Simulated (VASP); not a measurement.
Input of a VASP 6.6.1 run:

File INCAR:

```
PREC     = Accurate       # precision mode
ENCUT    = 500            # plane-wave cutoff, eV
EDIFF    = 1E-7           # SCF threshold, eV
ISMEAR   = 0              # smearing method
SIGMA    = 0.02           # smearing width, eV
LREAL    = False          # projectors in reciprocal space
LASPH    = True           # aspherical terms in the spheres
NELM     = 120            # most SCF steps
ALGO     = Normal         # electronic algorithm
ISIF     = 3              # what is computed and relaxed
LWAVE    = False          # write WAVECAR
LCHARG   = False          # write CHGCAR
GGA      = CA             # functional
IBRION   = 2              # ionic algorithm
NSW      = 100            # ionic steps
EDIFFG   = -0.002         # ionic threshold
GGA_COMPAT= False        
NELMIN   = 4
```

KPOINTS

```
regular mesh
0
Gamma
  8 8 8
```

POSCAR

```
NaH
1.0
    0.0000000000      2.3864216700      2.3864216700
    2.3864216700      0.0000000000      2.3864216700
    2.3864216700      2.3864216700      0.0000000000
Na H
1 1
Direct
    0.0000000000      0.0000000000      0.0000000000
    0.5000000000      0.5000000000      0.5000000000
```

Potentials or basis: VASP PAW LDA potentials, release 64 (Na_pv, H).

The run is started by

```sh
$ cat potpaw_LDA.64/Na_pv/POTCAR potpaw_LDA.64/H/POTCAR > POTCAR
$ mpirun -np 1 vasp_std > vasp.out
```

**Question.** Predict the relaxed cell.

**Answer.** a = 3.315 Å, b = 3.315 Å, c = 3.315 Å, α = 60.00°, β = 60.00°, γ = 60.00°.

**Question.** What does it give for the band gap on the k mesh?

**Answer.** 3.55 eV, indirect (least direct gap 4.51 eV).

Final structure:
```cif
data_structure
_symmetry_space_group_name_H-M 'P 1'
_symmetry_Int_Tables_number 1
_cell_length_a 3.3146
_cell_length_b 3.3146
_cell_length_c 3.3146
_cell_angle_alpha 60.000
_cell_angle_beta 60.000
_cell_angle_gamma 60.000
_cell_volume 25.75
loop_
_atom_site_label
_atom_site_type_symbol
_atom_site_fract_x
_atom_site_fract_y
_atom_site_fract_z
_atom_site_occupancy
Na1 Na 0.00000 0.00000 0.00000 1
H1 H 0.50000 0.50000 0.50000 1
```

A k mesh can miss the band edges. Expect the measured gap to be larger: semilocal functionals such as LDA lack the derivative discontinuity.
